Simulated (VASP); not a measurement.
# HgTe (Fm-3m) in VASP: density of states with PBE

Aim: the density of states of HgTe with PBE.

All numbers are computed with VASP 6.6.1; they aren't measurements. Logs are shortened: lines on timing, memory, paths and dates and some standing lists are left out, and cuts for length are marked.

## Step 1: The cell of the first run

Symmetry: Fm-3m, No. 225, cubic system. Conventional cell: a = 6.154 Å, b = 6.154 Å, c = 6.154 Å, α = 90.00°, β = 90.00°, γ = 90.00°. Hg (site symmetry m-3m) has 6 Te at 3.08 Å within 4.1 Å. Te (site symmetry m-3m) has 6 Hg at 3.08 Å within 4.1 Å.

## Step 2: Density of states, PBE

POSCAR reads:

```
HgTe
1.0
    0.0000000000      3.0771170000      3.0771170000
    3.0771170000      0.0000000000      3.0771170000
    3.0771170000      3.0771170000      0.0000000000
Hg Te
1 1
Direct
    0.0000000000      0.0000000000      0.0000000000
    0.5000000000      0.5000000000      0.5000000000
```

INCAR.step1 reads:

```
PREC = Accurate ; ENCUT = 400
EDIFF = 1E-6 ; ISMEAR = 0
SIGMA = 0.1 ; LREAL = F
LASPH = T ; NELM = 120
ALGO = Normal ; ISIF = 2
LWAVE = F ; LCHARG = T
GGA = PE ; NBANDS = 16
GGA_COMPAT = F ; NEDOS = 2001
LORBIT = 11
```

KPOINTS.step1 reads:

```
Automatic mesh
0
Gamma
  4 4 4
```

INCAR.step2 reads:

```
PREC = Accurate ; ENCUT = 400
EDIFF = 1E-6 ; ISMEAR = -5
SIGMA = 0.1 ; LREAL = F
LASPH = T ; NELM = 120
ALGO = Normal ; ISIF = 2
LWAVE = F ; LCHARG = F
GGA = PE ; LORBIT = 11
NBANDS = 16 ; NEDOS = 1001
ICHARG = 11 ; GGA_COMPAT = F
```

KPOINTS.step2 reads:

```
Automatic mesh
0
Gamma
  6 6 6
```

Potentials or basis: VASP PAW PBE potentials, release 64 (Hg, Te).

Run with:

```bash
> cat potpaw_PBE.64/Hg/POTCAR potpaw_PBE.64/Te/POTCAR > POTCAR
> cp INCAR.step1 INCAR
> cp KPOINTS.step1 KPOINTS
> mpirun -np 1 vasp_std > vasp.out
> cp INCAR.step2 INCAR
> cp KPOINTS.step2 KPOINTS
> mpirun -np 1 vasp_std > vasp.out
```

OUTCAR:

```text
PREC = Accurate
   ENCUT = 400
   EDIFF = 1E-6
   ISMEAR = -5
   LREAL = F
   LASPH = T
   NELM = 120
   ISIF = 2
   GGA = PE
   LORBIT = 11
   ICHARG = 11

 ion  position               nearest neighbor table
   1  0.000  0.000  0.000-   2 3.08   2 3.08   2 3.08   2 3.08   2 3.08   2 3.08
   2  0.500  0.500  0.500-   1 3.08   1 3.08   1 3.08   1 3.08   1 3.08   1 3.08

  LATTYP: Found a face centered cubic cell.
 ALAT       =     6.1542340000

  Lattice vectors:

 A1 = (   0.0000000000,   3.0771170000,   3.0771170000)
 A2 = (   3.0771170000,   0.0000000000,   3.0771170000)
 A3 = (   3.0771170000,   3.0771170000,   0.0000000000)

Analysis of symmetry for initial positions (statically):
=====================================================================
 Subroutine PRICEL returns:
 Original cell was already a primitive cell.

 Routine SETGRP: Setting up the symmetry group for a
 face centered cubic supercell.

 Subroutine GETGRP returns: Found 48 space group operations
 (whereof 48 operations were pure point group operations)
 out of a pool of 48 trial point group operations.

The static configuration has the point symmetry O_h .

Analysis of symmetry for dynamics (positions and initial velocities):
=====================================================================
 Subroutine PRICEL returns:
 Original cell was already a primitive cell.

 Routine SETGRP: Setting up the symmetry group for a
 face centered cubic supercell.

 Subroutine GETGRP returns: Found 48 space group operations
 (whereof 48 operations were pure point group operations)
 out of a pool of 48 trial point group operations.

The dynamic configuration has the point symmetry O_h .

 Subroutine INISYM returns: Found 48 space group operations
 (whereof 48 operations are pure point group operations),
 and found     1 'primitive' translations

----------------------------------------------------------------------------------------

                                     Primitive cell

  volume of cell :      58.2723

  direct lattice vectors                    reciprocal lattice vectors
     0.000000000  3.077117000  3.077117000    -0.162489759  0.162489759  0.162489759
     3.077117000  0.000000000  3.077117000     0.162489759 -0.162489759  0.162489759
     3.077117000  3.077117000  0.000000000     0.162489759  0.162489759 -0.162489759

  length of vectors
     4.351700594  4.351700594  4.351700594     0.281440518  0.281440518  0.281440518

  position of ions in fractional coordinates (direct lattice)
     0.000000000  0.000000000  0.000000000
     0.500000000  0.500000000  0.500000000

  ion indices of the primitive-cell ions
   primitive index   ion index
                 1           1
                 2           2

----------------------------------------------------------------------------------------

 KPOINTS: Automatic mesh

Automatic generation of k-mesh.
 Grid dimensions read from file:
 generate k-points for:    6    6    6

 Generating k-lattice:

  Cartesian coordinates                     Fractional coordinates (reciprocal lattice)
    -0.027081627  0.027081627  0.027081627     0.166666667  0.000000000  0.000000000
     0.027081627 -0.027081627  0.027081627     0.000000000  0.166666667  0.000000000
     0.027081627  0.027081627 -0.027081627     0.000000000  0.000000000  0.166666667

  Length of vectors
     0.046906753  0.046906753  0.046906753

  Shift w.r.t. Gamma in fractional coordinates (k-lattice)
     0.000000000  0.000000000  0.000000000

 TETIRR: Found     35 inequivalent tetrahedra from     1296

 Subroutine IBZKPT returns following result:
 ===========================================

 Found     16 irreducible k-points:

 Following reciprocal coordinates:
            Coordinates               Weight
  0.000000  0.000000  0.000000      1.000000
  0.166667  0.000000  0.000000      8.000000
  0.333333  0.000000  0.000000      8.000000
  0.500000  0.000000  0.000000      4.000000
  0.166667  0.166667  0.000000      6.000000
  0.333333  0.166667  0.000000     24.000000
[... 8 lines left out ...]
 -0.333333  0.333333  0.166667     24.000000
 -0.333333  0.500000  0.166667     12.000000
   k-points           NKPTS =     16   k-points in BZ     NKDIM =     16   number of bands    NBANDS=     16
   number of dos      NEDOS =   1001   number of ions     NIONS =      2
   total plane-waves  NPLWV =  21952
   dimension x,y,z NGX =    28 NGY =   28 NGZ =   28
   dimension x,y,z NGXF=    56 NGYF=   56 NGZF=   56
   ions per type =               1   1
   NGX,Y,Z   is equivalent  to a cutoff of  10.70, 10.70, 10.70 a.u.
   NGXF,Y,Z  is equivalent  to a cutoff of  21.39, 21.39, 21.39 a.u.
 SYSTEM =  unknown system
   PREC   = accura    normal or accurate (medium, high low for compatibility)
   ISTART =      0    job   : 0-new  1-cont  2-samecut
   ICHARG =     11    charge: 1-file 2-atom 10-const
   ISPIN  =      1    spin polarized calculation?
   LNONCOLLINEAR =      F non collinear calculations
   LSORBIT =      F    spin-orbit coupling
   LASPH  =      T    aspherical Exc in radial PAW
   ENCUT  =  400.0 eV  29.40 Ry    5.42 a.u.   7.10  7.10  7.10*2*pi/ulx,y,z
   NELM   =    120;   NELMIN=  2; NELMDL=  0     # of ELM steps
   EDIFF  = 0.1E-05   stopping-criterion for ELM
   LREAL  =      F    real-space projection
   EDIFFG = 0.1E-04   stopping-criterion for IOM
   NSW    =      0    number of steps for IOM
   IBRION =     -1    ionic relax: 0-MD 1-quasi-New 2-CG
   NFREE  =      0    steps in history (QN), initial steepest desc. (CG)
   ISIF   =      2    stress and relaxation
   ISYM   =      2    0-nonsym 1-usesym 2-fastsym
   POTIM  = 0.5000    time-step for ionic-motion
   TEBEG  =    0.0;   TEEND  =   0.0 temperature during run
   PSTRESS=    0.0 pullay stress
   NELECT =      18.0000    total number of electrons
   NUPDOWN=      -1.0000    fix difference up-down
   EMIN   =  10.00;   EMAX   =-10.00  energy-range for DOS
   EFERMI =   0.00;   METHOD = LEGACY
   ISMEAR =    -5;   SIGMA  =   0.10  broadening in eV -4-tet -1-fermi 0-gaus
   EFERMI_NEDOS =   21; number of points for ismear=-14 and -15
   IALGO  =     38    algorithm
   IMIX   =      4    mixing-type and parameters
     AMIX     =   0.40;   BMIX     =  1.00
     AMIX_MAG =   1.60;   BMIX_MAG =  1.00
  volume/ion in A,a.u.               =      29.14       196.62
  Fermi-wavevector in a.u.,A,eV,Ry     =   1.106653  2.091272 16.662809  1.224682
  Thomas-Fermi vector in A             =   2.243157
   LORBIT       =     11    0 simple, 1 ext, 2 COOP (PROOUT), +10 PAW based schemes
   GGA     = PE    functional components
   LHFCALC =     F    Hartree Fock is set to
   AEXX    =    0.0000 exact exchange contribution
   IVDW    =     0    specifies the selected vdW correction
   LEPSILON=     F    determine dielectric tensor
   LRPA    =     F    only Hartree local field effects (RPA)
 non-spin polarized calculation
 Fermi weights with tetrahedron method with Bloechl corrections
  energy-cutoff  :      400.00
  volume of cell :       58.27
 maximum number of plane-waves:      1067

 number of electron      18.0000010 magnetization

 Free energy of the ion-electron system (eV)
  ---------------------------------------------------
  ext. energy  EPLUGINS =         0.00000000
  ---------------------------------------------------
  free energy    TOTEN  =        -3.35941939 eV

  energy without entropy =       -3.35941939  energy(sigma->0) =       -3.35941939

 E-fermi :   4.0583     XC(G=0):  -9.7260

 val. band max:        4.4249897115   @ k =   0.5000   0.0000   0.0000
 cond. band min:       3.5249031884   @ k =   0.0000   0.0000   0.0000
 fundamental gap:     -0.9000865231
 Fermi energy:         4.0582602319

 k-point     1 :       0.0000    0.0000    0.0000
  band No.  band energies     occupation
      1      -7.6578      2.00000
      2      -2.5758      2.00000
      3      -2.5758      2.00000
      4      -2.5235      2.00000
      5      -2.5235      2.00000
      6      -2.5235      2.00000
[... 8 lines left out ...]
     15      11.7971      0.00000
     16      11.7971      0.00000

 k-point     2 :       0.1667    0.0000    0.0000
  band No.  band energies     occupation
      1      -7.4301      2.00000
      2      -2.6534      2.00000
      3      -2.6534      2.00000
      4      -2.5524      2.00000
      5      -2.4893      2.00000
      6      -2.4893      2.00000
[... 8 lines left out ...]
     15      12.3848      0.00000
     16      12.3848      0.00000

 k-point     3 :       0.3333    0.0000    0.0000
  band No.  band energies     occupation
      1      -6.8653      2.00000
      2      -2.8076      2.00000
      3      -2.8076      2.00000
      4      -2.7013      2.00000
      5      -2.4107      2.00000
      6      -2.4107      2.00000
[... 8 lines left out ...]
     15      13.6677      0.00000
     16      13.6677      0.00000

 k-point     4 :       0.5000    0.0000    0.0000
  band No.  band energies     occupation
      1      -6.4852      2.00000
      2      -2.9180      2.00000
      3      -2.8809      2.00000
      4      -2.8809      2.00000
      5      -2.3702      2.00000
      6      -2.3702      2.00000
[... 8 lines left out ...]
     15      15.0049      0.00000
     16      15.0049      0.00000
[... 172 lines left out ...]
 k-point    14 :       0.5000    0.3333    0.1667
  band No.  band energies     occupation
      1      -6.6716      2.00000
      2      -2.7268      2.00000
      3      -2.6863      2.00000
      4      -2.5843      2.00000
      5      -2.3746      2.00000
      6      -2.3030      2.00000
[... 8 lines left out ...]
     15      15.4510      0.00000
     16      15.6117      0.00000

 k-point    15 :      -0.3333    0.3333    0.1667
  band No.  band energies     occupation
      1      -6.5128      2.00000
      2      -2.7963      2.00000
      3      -2.5879      2.00000
      4      -2.5472      2.00000
      5      -2.3359      2.00000
      6      -2.1510      2.00000
[... 8 lines left out ...]
     15      13.8702      0.00000
     16      16.3792      0.00000

 k-point    16 :      -0.3333    0.5000    0.1667
  band No.  band energies     occupation
      1      -6.5625      2.00000
      2      -2.6781      2.00000
      3      -2.5979      2.00000
      4      -2.4362      2.00000
      5      -2.3021      2.00000
      6      -1.8517      2.00000
[... 8 lines left out ...]
     15      15.3763      0.00000
     16      16.9241      0.00000

------------------------ aborting loop because EDIFF is reached ----------------------------------------

  FORCE on cell =-STRESS in cart. coord.  units (eV):
  Direction    XX          YY          ZZ          XY          YZ          ZX
  --------------------------------------------------------------------------------------
  -------------------------------------------------------------------------------------
  Total       -0.0241598     -0.0241598     -0.0241598     -0.0000000      0.0000000     -0.0000000
  in kB       -0.6642663     -0.6642663     -0.6642663     -0.0000000      0.0000000     -0.0000000
  external PRESSURE =      -0.6642663 kB  Pullay stress =       0.0000000 kB

 VOLUME and BASIS-vectors are now :
 -----------------------------------------------------------------------------
  energy-cutoff  :      400.00
  volume of cell :       58.27
      direct lattice vectors                 reciprocal lattice vectors
     0.000000000  3.077117000  3.077117000    -0.162489759  0.162489759  0.162489759
     3.077117000  0.000000000  3.077117000     0.162489759 -0.162489759  0.162489759
     3.077117000  3.077117000  0.000000000     0.162489759  0.162489759 -0.162489759

 POSITION                                       TOTAL-FORCE (eV/Angst)
 -----------------------------------------------------------------------------------
      0.00000      0.00000      0.00000        -0.000000     -0.000000      0.000000
      3.07712      3.07712      3.07712         0.000000      0.000000     -0.000000
 -----------------------------------------------------------------------------------
    total drift:                               -0.000000      0.000000      0.000000

  FREE ENERGIE OF THE ION-ELECTRON SYSTEM (eV)
  ---------------------------------------------------
  free  energy   TOTEN  =        -3.3594193902 eV

  energy  without entropy=       -3.3594193902  energy(sigma->0) =       -3.35941939

 total charge

# of ion       s       p       d       tot
------------------------------------------
    1        0.763   0.297   9.358  10.418
    2        1.396   1.867   0.028   3.291
--------------------------------------------------
tot          2.159   2.164   9.386  13.709
```

Run time: 14 s. Hardware: 1 thread of AMD EPYC 7R43 (Zen 3), shared host; peak memory 0.11 GiB.

Results:

```
Valence electrons inside the program's atomic spheres : Hg 10.42; Te 3.29
```

Levels at points of the mesh, in eV from the Fermi level:
| k point | band 5 | band 6 | band 7 | band 8 | band 9 | band 10 | band 11 | band 12 | band 13 | band 14 |
| --- | --- | --- | --- | --- | --- | --- | --- | --- | --- | --- |
| (0.00, 0.00, 0.00) | -6.58 | -6.58 | -1.00 | -0.53 | -0.53 | -0.53 | 7.69 | 7.69 | 7.69 | 7.74 |
| (0.50, 0.00, 0.00) | -6.43 | -6.43 | -5.38 | 0.37 | 0.37 | 2.74 | 3.61 | 4.04 | 4.04 | 10.38 |
| (0.50, 0.50, 0.00) | -6.36 | -5.80 | -3.99 | -2.69 | -2.05 | -2.05 | 4.96 | 9.07 | 9.07 | 9.60 |

Caveat: the k points lie up to 0.44 Å⁻¹ apart; spin-orbit coupling is left out, which moves the levels of the heavy elements; tetrahedron occupations give inexact forces and stress in metals.
